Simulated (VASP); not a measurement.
# LiF (P6_3/mmc) in VASP: settings compared

LiF is run at these levels: PBE, r2SCAN; tasks: single point.

Program: VASP 6.6.1. These are calculated values, not measurements. Logs are shortened: lines on timing, memory, paths and dates and some standing lists are left out, and cuts for length are marked.

## 1. The cell of the first run

The structure is hexagonal, space group P6_3/mmc (No. 194). The conventional cell has a = 2.776 Å, b = 2.776 Å, c = 4.783 Å, α = 90.00°, β = 90.00°, γ = 120.00°. Li (site symmetry -3m) has 6 F at 2.00 Å and 2 Li at 2.39 Å within 2.6 Å. Within 2.6 Å of F (site symmetry -6m2) lie 6 Li at 2.00 Å.

## 2. Single point, PBE

INCAR reads:

```
PREC     = Accurate       # precision mode
ENCUT    = 520            # plane-wave cutoff, eV
EDIFF    = 1E-6           # SCF threshold, eV
ISMEAR   = 0              # smearing method
SIGMA    = 0.01           # smearing width, eV
LREAL    = False          # projectors in reciprocal space
LASPH    = True           # aspherical terms in the spheres
NELM     = 80             # most SCF steps
ALGO     = Normal         # electronic algorithm
ISIF     = 2              # what is computed and relaxed
LWAVE    = False          # write WAVECAR
LCHARG   = False          # write CHGCAR
GGA      = PE             # functional
NBANDS   = 18             # bands
```

KPOINTS reads:

```
regular mesh
0
Gamma
  9 9 4
```

POSCAR reads:

```
LiF
1.0
    2.7757075659      0.0000000000      0.0000000000
   -1.3878537829      2.4038332655      0.0000000000
    0.0000000000      0.0000000000      4.7826938440
Li F
2 2
Direct
    0.0000000000      0.0000000000      0.0000000000
    0.0000000000      0.0000000000      0.5000000000
    0.3333333333      0.6666666667      0.2500000000
    0.6666666667      0.3333333333      0.7500000000
```

Potentials or basis: VASP PAW PBE potentials, release 64 (Li_sv, F).

The run is started by

```bash
$ cat potpaw_PBE.64/Li_sv/POTCAR potpaw_PBE.64/F/POTCAR > POTCAR
$ mpirun -np 1 vasp_std > vasp.out
```

OUTCAR:

```text
PREC = Accurate
   ENCUT = 520
   EDIFF = 1E-6
   ISMEAR = 0
   LREAL = False
   LASPH = True
   NELM = 80
   ISIF = 2
   GGA = PE

 ion  position               nearest neighbor table
   1  0.000  0.000  0.000-   3 2.00   4 2.00   3 2.00   4 2.00   4 2.00   3 2.00   2 2.39   2 2.39

   2  0.000  0.000  0.500-   3 2.00   4 2.00   3 2.00   4 2.00   4 2.00   3 2.00   1 2.39   1 2.39

   3  0.333  0.667  0.250-   1 2.00   2 2.00   1 2.00   2 2.00   1 2.00   2 2.00
   4  0.667  0.333  0.750-   1 2.00   2 2.00   1 2.00   2 2.00   1 2.00   2 2.00

  LATTYP: Found a hexagonal cell.
 ALAT       =     2.7757075659
 C/A-ratio  =     1.7230539351

  Lattice vectors:

 A1 = (   2.7757075659,   0.0000000000,   0.0000000000)
 A2 = (  -1.3878537829,   2.4038332655,   0.0000000000)
 A3 = (   0.0000000000,   0.0000000000,   4.7826938440)

Analysis of symmetry for initial positions (statically):
=====================================================================
 Subroutine PRICEL returns:
 Original cell was already a primitive cell.

 Routine SETGRP: Setting up the symmetry group for a
 hexagonal supercell.

 Subroutine GETGRP returns: Found 24 space group operations
 (whereof 12 operations were pure point group operations)
 out of a pool of 24 trial point group operations.

The static configuration has the point symmetry D_3d.
 The point group associated with its full space group is D_6h.

Analysis of symmetry for dynamics (positions and initial velocities):
=====================================================================
 Subroutine PRICEL returns:
 Original cell was already a primitive cell.

 Routine SETGRP: Setting up the symmetry group for a
 hexagonal supercell.

 Subroutine GETGRP returns: Found 24 space group operations
 (whereof 12 operations were pure point group operations)
 out of a pool of 24 trial point group operations.

The dynamic configuration has the point symmetry D_3d.
 The point group associated with its full space group is D_6h.

 Subroutine INISYM returns: Found 24 space group operations
 (whereof 12 operations are pure point group operations),
 and found     1 'primitive' translations

----------------------------------------------------------------------------------------

                                     Primitive cell

  volume of cell :      31.9118

  direct lattice vectors                    reciprocal lattice vectors
     2.775707566  0.000000000  0.000000000     0.360268500  0.208001115  0.000000000
    -1.387853783  2.403833265  0.000000000     0.000000000  0.416002230  0.000000000
     0.000000000  0.000000000  4.782693844     0.000000000  0.000000000  0.209087187

  length of vectors
     2.775707566  2.775707566  4.782693844     0.416002230  0.416002230  0.209087187

  position of ions in fractional coordinates (direct lattice)
     0.000000000  0.000000000  0.000000000
     0.000000000  0.000000000  0.500000000
     0.333333333  0.666666667  0.250000000
     0.666666667  0.333333333  0.750000000

  ion indices of the primitive-cell ions
   primitive index   ion index
                 1           1
                 2           2
                 3           3
                 4           4

----------------------------------------------------------------------------------------

 KPOINTS: regular mesh

Automatic generation of k-mesh.
 Grid dimensions read from file:
 generate k-points for:    9    9    4

 Generating k-lattice:

  Cartesian coordinates                     Fractional coordinates (reciprocal lattice)
     0.040029833  0.023111235  0.000000000     0.111111111  0.000000000  0.000000000
     0.000000000  0.046222470  0.000000000     0.000000000  0.111111111  0.000000000
     0.000000000  0.000000000  0.052271797     0.000000000  0.000000000  0.250000000

  Length of vectors
     0.046222470  0.046222470  0.052271797

  Shift w.r.t. Gamma in fractional coordinates (k-lattice)
     0.000000000  0.000000000  0.000000000

 Subroutine IBZKPT returns following result:
 ===========================================

 Found     36 irreducible k-points:

 Following reciprocal coordinates:
            Coordinates               Weight
  0.000000  0.000000  0.000000      1.000000
  0.111111 -0.000000  0.000000      6.000000
  0.222222 -0.000000  0.000000      6.000000
  0.333333 -0.000000  0.000000      6.000000
  0.444444 -0.000000  0.000000      6.000000
  0.111111  0.111111  0.000000      6.000000
[... 16 lines left out ...]
  0.333333  0.222222  0.250000     24.000000
  0.333333  0.333333  0.250000      4.000000
 [... further k-points ...]
   k-points           NKPTS =     36   k-points in BZ     NKDIM =     36   number of bands    NBANDS=     18
   number of dos      NEDOS =    301   number of ions     NIONS =      4
   total plane-waves  NPLWV =  20736
   dimension x,y,z NGX =    24 NGY =   24 NGZ =   36
   dimension x,y,z NGXF=    48 NGYF=   48 NGZF=   72
   ions per type =               2   2
   NGX,Y,Z   is equivalent  to a cutoff of  14.37, 14.37, 12.51 a.u.
   NGXF,Y,Z  is equivalent  to a cutoff of  28.75, 28.75, 25.03 a.u.
 SYSTEM =  unknown system
   PREC   = accura    normal or accurate (medium, high low for compatibility)
   ISTART =      0    job   : 0-new  1-cont  2-samecut
   ICHARG =      2    charge: 1-file 2-atom 10-const
   ISPIN  =      1    spin polarized calculation?
   LNONCOLLINEAR =      F non collinear calculations
   LSORBIT =      F    spin-orbit coupling
   LASPH  =      T    aspherical Exc in radial PAW
   ENCUT  =  520.0 eV  38.22 Ry    6.18 a.u.   5.16  5.16  8.89*2*pi/ulx,y,z
   NELM   =     80;   NELMIN=  2; NELMDL= -5     # of ELM steps
   EDIFF  = 0.1E-05   stopping-criterion for ELM
   LREAL  =      F    real-space projection
   EDIFFG = 0.1E-04   stopping-criterion for IOM
   NSW    =      0    number of steps for IOM
   IBRION =     -1    ionic relax: 0-MD 1-quasi-New 2-CG
   NFREE  =      0    steps in history (QN), initial steepest desc. (CG)
   ISIF   =      2    stress and relaxation
   ISYM   =      2    0-nonsym 1-usesym 2-fastsym
   POTIM  = 0.5000    time-step for ionic-motion
   TEBEG  =    0.0;   TEEND  =   0.0 temperature during run
   PSTRESS=    0.0 pullay stress
   NELECT =      20.0000    total number of electrons
   NUPDOWN=      -1.0000    fix difference up-down
   EMIN   =  10.00;   EMAX   =-10.00  energy-range for DOS
   EFERMI =   0.00;   METHOD = LEGACY
   ISMEAR =     0;   SIGMA  =   0.01  broadening in eV -4-tet -1-fermi 0-gaus
   EFERMI_NEDOS =   21; number of points for ismear=-14 and -15
   IALGO  =     38    algorithm
   IMIX   =      4    mixing-type and parameters
     AMIX     =   0.40;   BMIX     =  1.00
     AMIX_MAG =   1.60;   BMIX_MAG =  1.00
  volume/ion in A,a.u.               =       7.98        53.84
  Fermi-wavevector in a.u.,A,eV,Ry     =   1.400989  2.647485 26.705096  1.962769
  Thomas-Fermi vector in A             =   2.523895
   LORBIT       =      0    0 simple, 1 ext, 2 COOP (PROOUT), +10 PAW based schemes
   GGA     = PE    functional components
   LHFCALC =     F    Hartree Fock is set to
   AEXX    =    0.0000 exact exchange contribution
   IVDW    =     0    specifies the selected vdW correction
   LEPSILON=     F    determine dielectric tensor
   LRPA    =     F    only Hartree local field effects (RPA)
 non-spin polarized calculation
 Gauss-broadening in eV      SIGMA  =   0.01
  energy-cutoff  :      520.00
  volume of cell :       31.91
 maximum number of plane-waves:       870
 NGX is ok and might be reduce to    24
   NGX = 11   NGY = 11   NGZ = 17

 number of electron      19.9999983 magnetization

 Free energy of the ion-electron system (eV)
  ---------------------------------------------------
  ext. energy  EPLUGINS =         0.00000000
  ---------------------------------------------------
  free energy    TOTEN  =       -19.08370917 eV

  energy without entropy =      -19.08370917  energy(sigma->0) =      -19.08370917

 E-fermi :  -0.6411     XC(G=0): -10.0930

 val. band max:       -0.7669750980   @ k =   0.0000   0.0000   0.0000
 cond. band min:       8.4506715293   @ k =   0.0000   0.0000   0.0000
 fundamental gap:      9.2176466273
 Fermi energy:        -0.6411245773

 k-point     1 :       0.0000    0.0000    0.0000
  band No.  band energies     occupation
      1     -41.8914      2.00000
      2     -41.7948      2.00000
      3     -20.9071      2.00000
      4     -20.5512      2.00000
      5      -3.4795      2.00000
      6      -1.0702      2.00000
[... 10 lines left out ...]
     17      22.6201      0.00000
     18      22.6201      0.00000

 k-point     2 :       0.1111   -0.0000    0.0000
  band No.  band energies     occupation
      1     -41.8852      2.00000
      2     -41.7903      2.00000
      3     -20.8577      2.00000
      4     -20.5042      2.00000
      5      -3.4196      2.00000
      6      -1.3487      2.00000
[... 10 lines left out ...]
     17      21.6227      0.00000
     18      21.8198      0.00000

 k-point     3 :       0.2222   -0.0000    0.0000
  band No.  band energies     occupation
      1     -41.8689      2.00000
      2     -41.7791      2.00000
      3     -20.7257      2.00000
      4     -20.3854      2.00000
      5      -3.2437      2.00000
      6      -2.1913      2.00000
[... 10 lines left out ...]
     17      19.6392      0.00000
     18      20.1115      0.00000

 k-point     4 :       0.3333   -0.0000    0.0000
  band No.  band energies     occupation
      1     -41.8504      2.00000
      2     -41.7663      2.00000
      3     -20.5590      2.00000
      4     -20.2555      2.00000
      5      -2.9817      2.00000
      6      -2.9809      2.00000
[... 375 lines left out ...]
      4     -20.2544      2.00000
      5      -3.2603      2.00000
      6      -2.8887      2.00000
[... 10 lines left out ...]
     17      20.0706      0.00000
     18      21.7946      0.00000

 k-point    23 :       0.3333    0.2222    0.2500
  band No.  band energies     occupation
      1     -41.8216      2.00000
      2     -41.7659      2.00000
      3     -20.3161      2.00000
      4     -20.2101      2.00000
      5      -3.3337      2.00000
      6      -3.1810      2.00000
[... 10 lines left out ...]
     17      20.0693      0.00000
     18      21.7499      0.00000

 k-point    24 :       0.3333    0.3333    0.2500
  band No.  band energies     occupation
      1     -41.8185      2.00000
      2     -41.7635      2.00000
      3     -20.2356      2.00000
      4     -20.2356      2.00000
      5      -3.1274      2.00000
      6      -3.1274      2.00000
[... 10 lines left out ...]
     17      20.2618      0.00000
     18      23.2835      0.00000

 [... further k-points ...]

------------------------ aborting loop because EDIFF is reached ----------------------------------------

  FORCE on cell =-STRESS in cart. coord.  units (eV):
  Direction    XX          YY          ZZ          XY          YZ          ZX
  --------------------------------------------------------------------------------------
  -------------------------------------------------------------------------------------
  Total        0.7723500      0.7723500      0.7997815      0.0000000      0.0000000     -0.0000000
  in kB       38.7769905     38.7769905     40.1542281      0.0000000      0.0000000     -0.0000000
  external PRESSURE =      39.2360697 kB  Pullay stress =       0.0000000 kB

 VOLUME and BASIS-vectors are now :
 -----------------------------------------------------------------------------
  energy-cutoff  :      520.00
  volume of cell :       31.91
      direct lattice vectors                 reciprocal lattice vectors
     2.775707566  0.000000000  0.000000000     0.360268500  0.208001115  0.000000000
    -1.387853783  2.403833265  0.000000000     0.000000000  0.416002230  0.000000000
     0.000000000  0.000000000  4.782693844     0.000000000  0.000000000  0.209087187

 POSITION                                       TOTAL-FORCE (eV/Angst)
 -----------------------------------------------------------------------------------
      0.00000      0.00000      0.00000         0.000000     -0.000000     -0.000000
      0.00000      0.00000      2.39135         0.000000     -0.000000     -0.000000
     -0.00000      1.60256      1.19567         0.000000     -0.000000      0.000000
      1.38785      0.80128      3.58702        -0.000000      0.000000      0.000000
 -----------------------------------------------------------------------------------
    total drift:                               -0.000000      0.000000     -0.000000

  FREE ENERGIE OF THE ION-ELECTRON SYSTEM (eV)
  ---------------------------------------------------
  free  energy   TOTEN  =       -19.0837091664 eV

  energy  without entropy=      -19.0837091664  energy(sigma->0) =      -19.08370917
```

Run time: 45 s. Hardware: 1 thread of AMD EPYC 7R13, shared host; peak memory 0.12 GiB.

Results:

| Item | Value |
| --- | --- |
| Free energy | -19.0837 eV |
| Band gap on the k mesh | 9.22 eV |

Levels at points of the mesh, in eV from the valence-band top:
```tsv
k point	band 7	band 8	band 9	band 10	band 11	band 12	band 13	band 14
(0.00, 0.00, 0.00)	-0.17	-0.17	0.00	0.00	9.22	10.85	16.50	20.14
(0.00, 0.00, 0.50)	-0.09	-0.09	-0.09	-0.09	10.49	10.49	17.28	17.28
```

Caveat: the cutoff is under 1.25 times the usual one of these potentials, so pressure, stress and relaxed cells hold a basis-set (Pulay) error. A k mesh can miss the band edges.

(Continued in part 2 of 2.)
